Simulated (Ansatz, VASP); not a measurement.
One calculation of TaN, two programs

```xyz
2
Lattice="-0.0378 2.1627 2.1808 2.0505 -0.0118 2.1547 2.0817 2.1679 -0.0430" Properties=species:S:1:pos:R:3 pbc="T T T"
Ta    2.0695    2.0348    1.9900
N     2.0805    0.1855    2.0240
```

Alike in both runs: task single point; functional PBE; k mesh 8 × 8 × 8; no spin polarisation.

```csv
,VASP,Ansatz
version,VASP 6.6.1,Ansatz 0.2.0
potentials or method,"VASP PAW PBE potentials, release 64 (Ta_pv, N), cutoff 520 eV","plane waves, PAW"
occupations,"methfessel-paxton of order 1, width 0.1 eV","cold, width 0.1 eV"
valence electrons in the cell,16,18
```

Ansatz gave:

* rms of the force components (eV/Å): 2.898

Task: What did VASP give for the same quantities?

Result: rms of the force components (eV/Å): 2.964.

Atom by atom the forces differ by 0.066 eV/Å (rms over components). VASP's potentials hold 16 valence electrons a cell and Ansatz's 18, so a difference there can come from the potentials and not from the codes. Ansatz's warnings: stress scf threshold loose.

Neither program's run includes spin-orbit coupling.
